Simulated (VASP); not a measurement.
# Nb3H2 (R-3c) in VASP: single point with PBE

Aim: the single point of Nb3H2 with PBE.

All numbers are computed with VASP 6.6.1; they aren't measurements. Logs are shortened: lines on timing, memory, paths and dates and some standing lists are left out, and cuts for length are marked.

### Step 1. The cell of the first run

Symmetry: R-3c, No. 167, trigonal system. The conventional cell has a = 5.092 Å, b = 5.092 Å, c = 15.878 Å, α = 90.00°, β = 90.00°, γ = 120.00°. Nb (site symmetry 2) has 4 H at 2.15 to 2.17 Å and 12 Nb at 2.91 to 3.16 Å within 3.2 Å. H (site symmetry 3) has 6 Nb at 2.15 to 2.17 Å and 1 H at 2.54 Å within 2.8 Å.

### Step 2. Single point, PBE

INCAR

```
SYSTEM = Nb3H2
  ALGO = Normal
  EDIFF = 1E-6
  ENCUT = 520
  GGA = PE
  ISIF = 2
  ISMEAR = 0
  LASPH = .True.
  LCHARG = .False.
  LREAL = .False.
  LWAVE = .False.
  NBANDS = 52
  NELM = 60
  PREC = Accurate
  SIGMA = 0.1
```

KPOINTS

```
k-points
0
Gamma
  6 6 6
  0 0 0
```

POSCAR

```
Nb3H2
1.0
    2.5458945196      1.4698728862      5.2928129151
   -2.5458945196      1.4698728862      5.2928129151
    0.0000000000     -2.9397457724      5.2928129151
Nb H
6 4
Direct
    0.0905859082      0.4094140918      0.7500000000
    0.7500000000      0.0905859082      0.4094140918
    0.4094140918      0.7500000000      0.0905859082
    0.9094140918      0.5905859082      0.2500000000
    0.2500000000      0.9094140918      0.5905859082
    0.5905859082      0.2500000000      0.9094140918
    0.8301346787      0.8301346787      0.8301346787
    0.6698653213      0.6698653213      0.6698653213
    0.1698653213      0.1698653213      0.1698653213
    0.3301346787      0.3301346787      0.3301346787
```

Potentials or basis: VASP PAW PBE potentials, release 64 (Nb_sv, H).

Run with:

```bash
> cat potpaw_PBE.64/Nb_sv/POTCAR potpaw_PBE.64/H/POTCAR > POTCAR
> mpirun -np 1 vasp_std > vasp.out
```

OUTCAR:

```text
SYSTEM = Nb3H2
   EDIFF = 1E-6
   ENCUT = 520
   GGA = PE
   ISIF = 2
   ISMEAR = 0
   LASPH = .True.
   LREAL = .False.
   NELM = 60
   PREC = Accurate

 ion  position               nearest neighbor table
   1  0.091  0.409  0.750-   2 2.91   3 2.91   2 2.91   3 2.91   2 3.00   3 3.00
   2  0.750  0.091  0.409-   1 2.91   1 2.91   3 2.91   3 2.91   3 3.00   1 3.00
   3  0.409  0.750  0.091-   1 2.91   1 2.91   2 2.91   2 2.91   2 3.00   1 3.00
   4  0.909  0.591  0.250-   6 2.91   5 2.91   6 2.91   5 2.91   5 3.00   6 3.00
   5  0.250  0.909  0.591-   4 2.91   4 2.91   6 2.91   6 2.91   6 3.00   4 3.00
   6  0.591  0.250  0.909-   4 2.91   4 2.91   5 2.91   5 2.91   5 3.00   4 3.00
   7  0.830  0.830  0.830-
   8  0.670  0.670  0.670-
   9  0.170  0.170  0.170-
  10  0.330  0.330  0.330-

  LATTYP: Found a trigonal (rhomboedric) cell.
 ALAT       =     6.0544177062
 COS(alpha) =     0.6463562012

  Lattice vectors:

 A1 = (   2.5458945196,   1.4698728862,   5.2928129151)
 A2 = (  -2.5458945196,   1.4698728862,   5.2928129151)
 A3 = (   0.0000000000,  -2.9397457724,   5.2928129151)

Analysis of symmetry for initial positions (statically):
=====================================================================
 Subroutine PRICEL returns:
 Original cell was already a primitive cell.

 Routine SETGRP: Setting up the symmetry group for a
 trigonal (rhombohedral) supercell.

 Subroutine GETGRP returns: Found 12 space group operations
 (whereof  6 operations were pure point group operations)
 out of a pool of 12 trial point group operations.

The static configuration has the point symmetry S_6 .
 The point group associated with its full space group is D_3d.

Analysis of symmetry for dynamics (positions and initial velocities):
=====================================================================
 Subroutine PRICEL returns:
 Original cell was already a primitive cell.

 Routine SETGRP: Setting up the symmetry group for a
 trigonal (rhombohedral) supercell.

 Subroutine GETGRP returns: Found 12 space group operations
 (whereof  6 operations were pure point group operations)
 out of a pool of 12 trial point group operations.

The dynamic configuration has the point symmetry S_6 .
 The point group associated with its full space group is D_3d.

 Subroutine INISYM returns: Found 12 space group operations
 (whereof  6 operations are pure point group operations),
 and found     1 'primitive' translations

----------------------------------------------------------------------------------------

                                     Primitive cell

  volume of cell :     118.8387

  direct lattice vectors                    reciprocal lattice vectors
     2.545894520  1.469872886  5.292812915     0.196394625  0.113388490  0.062978484
    -2.545894520  1.469872886  5.292812915    -0.196394625  0.113388490  0.062978484
     0.000000000 -2.939745772  5.292812915     0.000000000 -0.226776979  0.062978484

  length of vectors
     6.054417706  6.054417706  6.054417706     0.235359486  0.235359486  0.235359486

  position of ions in fractional coordinates (direct lattice)
     0.090585908  0.409414092  0.750000000
     0.750000000  0.090585908  0.409414092
     0.409414092  0.750000000  0.090585908
     0.909414092  0.590585908  0.250000000
     0.250000000  0.909414092  0.590585908
     0.590585908  0.250000000  0.909414092
     0.830134679  0.830134679  0.830134679
     0.669865321  0.669865321  0.669865321
     0.169865321  0.169865321  0.169865321
     0.330134679  0.330134679  0.330134679

  ion indices of the primitive-cell ions
   primitive index   ion index
                 1           1
                 2           2
                 3           3
                 4           4
                 5           5
                 6           6
                 7           7
                 8           8
                 9           9
                10          10

----------------------------------------------------------------------------------------

 KPOINTS: k-points

Automatic generation of k-mesh.
 Grid dimensions read from file:
 generate k-points for:    6    6    6

 Generating k-lattice:

  Cartesian coordinates                     Fractional coordinates (reciprocal lattice)
     0.032732438  0.018898082  0.010496414     0.166666667 -0.000000000  0.000000000
    -0.032732438  0.018898082  0.010496414    -0.000000000  0.166666667  0.000000000
     0.000000000 -0.037796163  0.010496414     0.000000000  0.000000000  0.166666667

  Length of vectors
     0.039226581  0.039226581  0.039226581

  Shift w.r.t. Gamma in fractional coordinates (k-lattice)
     0.000000000  0.000000000  0.000000000

 Subroutine IBZKPT returns following result:
 ===========================================

 Found     32 irreducible k-points:

 Following reciprocal coordinates:
            Coordinates               Weight
  0.000000  0.000000  0.000000      1.000000
  0.166667 -0.000000  0.000000      6.000000
  0.333333  0.000000  0.000000      6.000000
  0.500000  0.000000  0.000000      3.000000
  0.166667  0.166667  0.000000      6.000000
  0.333333  0.166667  0.000000     12.000000
[... 16 lines left out ...]
  0.500000  0.500000  0.166667      6.000000
 -0.333333  0.500000  0.166667     12.000000
 [... further k-points ...]
   k-points           NKPTS =     32   k-points in BZ     NKDIM =     32   number of bands    NBANDS=     52
   number of dos      NEDOS =    301   number of ions     NIONS =     10
   total plane-waves  NPLWV = 110592
   dimension x,y,z NGX =    48 NGY =   48 NGZ =   48
   dimension x,y,z NGXF=    96 NGYF=   96 NGZF=   96
   ions per type =               6   4
   NGX,Y,Z   is equivalent  to a cutoff of  13.18, 13.18, 13.18 a.u.
   NGXF,Y,Z  is equivalent  to a cutoff of  26.36, 26.36, 26.36 a.u.
 SYSTEM =  Nb3H2
   PREC   = accura    normal or accurate (medium, high low for compatibility)
   ISTART =      0    job   : 0-new  1-cont  2-samecut
   ICHARG =      2    charge: 1-file 2-atom 10-const
   ISPIN  =      1    spin polarized calculation?
   LNONCOLLINEAR =      F non collinear calculations
   LSORBIT =      F    spin-orbit coupling
   LASPH  =      T    aspherical Exc in radial PAW
   ENCUT  =  520.0 eV  38.22 Ry    6.18 a.u.  11.26 11.26 11.26*2*pi/ulx,y,z
   NELM   =     60;   NELMIN=  2; NELMDL= -5     # of ELM steps
   EDIFF  = 0.1E-05   stopping-criterion for ELM
   LREAL  =      F    real-space projection
   EDIFFG = 0.1E-04   stopping-criterion for IOM
   NSW    =      0    number of steps for IOM
   IBRION =     -1    ionic relax: 0-MD 1-quasi-New 2-CG
   NFREE  =      0    steps in history (QN), initial steepest desc. (CG)
   ISIF   =      2    stress and relaxation
   ISYM   =      2    0-nonsym 1-usesym 2-fastsym
   POTIM  = 0.5000    time-step for ionic-motion
   TEBEG  =    0.0;   TEEND  =   0.0 temperature during run
   PSTRESS=    0.0 pullay stress
   NELECT =      82.0000    total number of electrons
   NUPDOWN=      -1.0000    fix difference up-down
   EMIN   =  10.00;   EMAX   =-10.00  energy-range for DOS
   EFERMI =   0.00;   METHOD = LEGACY
   ISMEAR =     0;   SIGMA  =   0.10  broadening in eV -4-tet -1-fermi 0-gaus
   EFERMI_NEDOS =   21; number of points for ismear=-14 and -15
   IALGO  =     38    algorithm
   IMIX   =      4    mixing-type and parameters
     AMIX     =   0.40;   BMIX     =  1.00
     AMIX_MAG =   1.60;   BMIX_MAG =  1.00
  volume/ion in A,a.u.               =      11.88        80.20
  Fermi-wavevector in a.u.,A,eV,Ry     =   1.446639  2.733751 28.473782  2.092764
  Thomas-Fermi vector in A             =   2.564685
   LORBIT       =      0    0 simple, 1 ext, 2 COOP (PROOUT), +10 PAW based schemes
   GGA     = PE    functional components
   LHFCALC =     F    Hartree Fock is set to
   AEXX    =    0.0000 exact exchange contribution
   IVDW    =     0    specifies the selected vdW correction
   LEPSILON=     F    determine dielectric tensor
   LRPA    =     F    only Hartree local field effects (RPA)
 non-spin polarized calculation
 Gauss-broadening in eV      SIGMA  =   0.10
  energy-cutoff  :      520.00
  volume of cell :      118.84
 maximum number of plane-waves:      3230
 NGX is ok and might be reduce to    48
   NGX = 23   NGY = 23   NGZ = 23

 number of electron      82.0000002 magnetization

 Free energy of the ion-electron system (eV)
  ---------------------------------------------------
  ext. energy  EPLUGINS =         0.00000000
  ---------------------------------------------------
  free energy    TOTEN  =       -74.91507523 eV

  energy without entropy =      -74.88649164  energy(sigma->0) =      -74.90078344

 E-fermi :  10.8348     XC(G=0): -12.3870

 val. band max:       10.8152869906   @ k =   0.5000   0.5000   0.3333
 cond. band min:      10.8371248391   @ k =   0.5000   0.1667   0.1667
 fundamental gap:      0.0218378485
 Fermi energy:        10.8348405123

 k-point     1 :       0.0000    0.0000    0.0000
  band No.  band energies     occupation
      1     -43.9488      2.00000
      2     -43.8423      2.00000
      3     -43.7209      2.00000
      4     -43.7209      2.00000
      5     -43.7178      2.00000
      6     -43.7178      2.00000
[... 44 lines left out ...]
     51      14.3776      0.00000
     52      14.5720      0.00000

 k-point     2 :       0.1667   -0.0000    0.0000
  band No.  band energies     occupation
      1     -43.9324      2.00000
      2     -43.8318      2.00000
      3     -43.7354      2.00000
      4     -43.7281      2.00000
      5     -43.7214      2.00000
      6     -43.7203      2.00000
[... 44 lines left out ...]
     51      13.7042      0.00000
     52      14.4767      0.00000
[... 1153 lines left out ...]
     51      14.0804      0.00000
     52      14.3988      0.00000

 k-point    24 :      -0.3333    0.5000    0.1667
  band No.  band energies     occupation
      1     -43.8248      2.00000
      2     -43.8105      2.00000
      3     -43.7924      2.00000
      4     -43.7684      2.00000
      5     -43.7483      2.00000
      6     -43.7278      2.00000
[... 44 lines left out ...]
     51      14.0415      0.00000
     52      14.3345      0.00000

 [... further k-points ...]

------------------------ aborting loop because EDIFF is reached ----------------------------------------

  FORCE on cell =-STRESS in cart. coord.  units (eV):
  Direction    XX          YY          ZZ          XY          YZ          ZX
  --------------------------------------------------------------------------------------
  -------------------------------------------------------------------------------------
  Total       -0.2226779     -0.2226779     -0.1006436      0.0000000      0.0000000      0.0000000
  in kB       -3.0021315     -3.0021315     -1.3568718      0.0000000      0.0000000      0.0000000
  external PRESSURE =      -2.4537116 kB  Pullay stress =       0.0000000 kB

 VOLUME and BASIS-vectors are now :
 -----------------------------------------------------------------------------
  energy-cutoff  :      520.00
  volume of cell :      118.84
      direct lattice vectors                 reciprocal lattice vectors
     2.545894520  1.469872886  5.292812915     0.196394625  0.113388490  0.062978484
    -2.545894520  1.469872886  5.292812915    -0.196394625  0.113388490  0.062978484
     0.000000000 -2.939745772  5.292812915     0.000000000 -0.226776979  0.062978484

 POSITION                                       TOTAL-FORCE (eV/Angst)
 -----------------------------------------------------------------------------------
     -0.81170     -1.46987      6.61602        -0.022375     -0.000000     -0.000000
      1.67880      0.03198      6.61602         0.011188     -0.019378     -0.000000
     -0.86710      1.43789      6.61602         0.011188      0.019378     -0.000000
      0.81170      1.46987      9.26242         0.022375     -0.000000     -0.000000
     -1.67880     -0.03198      9.26242        -0.011188      0.019378     -0.000000
      0.86710     -1.43789      9.26242        -0.011188     -0.019378     -0.000000
      0.00000      0.00000     13.18124         0.000000      0.000000     -0.010438
      0.00000      0.00000     10.63642         0.000000      0.000000      0.010438
      0.00000      0.00000      2.69720         0.000000      0.000000      0.010438
      0.00000      0.00000      5.24202         0.000000      0.000000     -0.010438
 -----------------------------------------------------------------------------------
    total drift:                                0.000000      0.000000     -0.000000

  FREE ENERGIE OF THE ION-ELECTRON SYSTEM (eV)
  ---------------------------------------------------
  free  energy   TOTEN  =       -74.9150752286 eV

  energy  without entropy=      -74.8864916427  energy(sigma->0) =      -74.90078344
```

It took 11 min on 1 thread of Oxide Virtual Turin-like, shared host; peak memory 0.35 GiB.

Results:

* Free energy: -74.9151 eV
* Pressure: -0.2 GPa
* Largest force: 0.022 eV/Å
* Band gap on the k mesh: zero (bands 41 and 42 overlap by 0.75 eV)

Forces in eV/Å, atoms in the order of the input:
```
Nb  -0.022  0.000  0.000
Nb   0.011 -0.019  0.000
Nb   0.011  0.019  0.000
Nb   0.022  0.000  0.000
Nb  -0.011  0.019  0.000
Nb  -0.011 -0.019  0.000
H    0.000  0.000 -0.010
H    0.000  0.000  0.010
H    0.000  0.000  0.010
H    0.000  0.000 -0.010
```

Stress tensor (GPa, compression positive):
```
-0.30  0.00  0.00
 0.00 -0.30  0.00
 0.00  0.00 -0.14
```

The gap in the log of VASP goes by the Fermi energy; the results here count the filled bands.